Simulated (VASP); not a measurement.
InSb: relaxation of the atoms with r2SCAN

The system is InSb.

```
In Sb
1.0
     0.00000    3.34338    3.34338
     3.34338    0.00000    3.34338
     3.34338    3.34338    0.00000
In Sb
1 1
Direct
  0.00000 0.00000 0.00000
  0.25000 0.25000 0.25000
```

```json
{"Program": "VASP 6.6.1", "Task": "relaxation of the atoms", "Functional": "r2SCAN", "Potentials or basis": "VASP PAW PBE potentials, release 64 (In_d, Sb)", "Cutoff": "520 eV", "k mesh": "9 × 9 × 9", "Occupations": "fermi-dirac, width 0.1 eV", "Spin": "no spin polarisation", "Dipole correction": "no", "Further INCAR settings": "ALGO = Normal; EDIFF = 1e-06; IBRION = 2; EDIFFG = -0.01; NSW = 50"}
```

| Quantity | Value |
| --- | --- |
| Pressure after relaxing | -2.2 GPa |
| Band gap on the k mesh | zero (filled and empty bands touch) |

Final structure:
```yaml
crystal:
  lattice:
    - [0.00000, 3.34338, 3.34338]
    - [3.34338, 0.00000, 3.34338]
    - [3.34338, 3.34338, 0.00000]
  atoms:
    - { symbol: In, position: [0.00000, 0.00000, 0.00000] }
    - { symbol: Sb, position: [0.25000, 0.25000, 0.25000] }
```

Levels at points of the mesh, in eV from the Fermi level:
| k point | band 5 | band 6 | band 7 | band 8 | band 9 | band 10 | band 11 | band 12 | band 13 |
| --- | --- | --- | --- | --- | --- | --- | --- | --- | --- |
| (0.00, 0.00, 0.00) | -15.06 | -10.74 | -0.54 | -0.21 | -0.21 | -0.21 | 3.02 | 3.02 | 3.02 |

Wall time 59 s on 1 thread of Intel(R) Xeon(R) 6975P-C (Granite Rapids), with other jobs on the host, peak memory 0.23 GiB.

Caveat: the relaxation stopped at its first step, so nothing moved; semilocal functionals underestimate gaps, so a narrow gap can read as zero; the PAW data sets were made with another functional, which shifts forces and pressure a little; spin-orbit coupling is left out, which moves the levels of the heavy elements.
